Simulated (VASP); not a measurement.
The system is Ti.

```
CELL_PARAMETERS angstrom
-1.65187 1.65187 1.65187
1.65187 -1.65187 1.65187
1.65187 1.65187 -1.65187
ATOMIC_POSITIONS crystal
Ti 0.00000 0.00000 0.00000
```

This cell differs from its parent crystal: volume scaled by 1.02.

Base run:

```yaml
Program: VASP 6.6.1
Functional: PBEsol
Potentials_or_basis: VASP PAW PBE potentials, release 64 (Ti_sv)
Cutoff: 520 eV
k_mesh: 11 × 11 × 11
Occupations: fermi-dirac, width 0.05 eV
Spin: no spin polarisation
```

Its results: band gap on the k mesh zero (band 6 reaches 8.54 eV, above the bottom of band 7 at 7.01 eV); pressure -8.6 GPa.

Question: After a change of settings the same cell gave: band gap on the k mesh zero (band 6 reaches 8.40 eV, above the bottom of band 7 at 6.89 eV); pressure -12.5 GPa. Which change was it?
A. functional from PBEsol to r2SCAN; further incar settings from ALGO = Normal; EDIFF = 1e-06; NBANDS = 12 to ALGO = Normal; EDIFF = 1e-07; NBANDS = 12
B. functional from PBEsol to PBE; cutoff from 520 eV to 500 eV
C. functional from PBEsol to PBE
D. functional from PBEsol to LDA; potentials or basis from VASP PAW PBE potentials, release 64 (Ti_sv) to VASP PAW LDA potentials, release 64 (Ti_sv)

Answer: D.

Caveats: the PAW data sets were made with another functional, which shifts forces and pressure a little (some runs).
